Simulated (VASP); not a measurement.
A run of VASP 6.6.1 is set up as follows.

File INCAR:

```
SYSTEM = Ti
ALGO = Normal
EDIFF = 1E-6
ENCUT = 500
GGA = PE
GGA_COMPAT = .FALSE.
ISIF = 2
ISMEAR = -1
LASPH = .TRUE.
LCHARG = .FALSE.
LDAU = .TRUE.
LDAUJ = 0
LDAUL = 2
LDAUPRINT = 1
LDAUTYPE = 2
LDAUU = 2
LMAXMIX = 4
LREAL = .FALSE.
LWAVE = .FALSE.
NBANDS = 19
NELM = 200
PREC = Accurate
SIGMA = 0.1
```

The input KPOINTS:

```
k-points
0
G
  6 6 4
  0 0 0
```

The input POSCAR:

```
Ti
1.0
    2.9519055301      0.0000000000      0.0000000000
   -1.4759527650      2.5564251786      0.0000000000
    0.0000000000      0.0000000000      4.6804841854
Ti
2
Direct
    0.3333333333      0.6666666667      0.2500000000
    0.6666666667      0.3333333333      0.7500000000
```

Potentials or basis: VASP PAW PBE potentials, release 64 (Ti_sv).

Run with:

```sh
$ cat potpaw_PBE.64/Ti_sv/POTCAR > POTCAR
$ mpirun -np 1 vasp_std > vasp.out
```

(1) Estimate the pressure.

(2) Predict the band gap on the k mesh.

Answers

(1) 2.6 GPa.

(2) zero (band 12 reaches 9.25 eV, above the bottom of band 13 at 8.12 eV).

Caveat: the k points lie up to 0.41 Å⁻¹ apart; U without spin polarisation on a metal has little footing; the U is typed as a test and isn't derived for this compound.
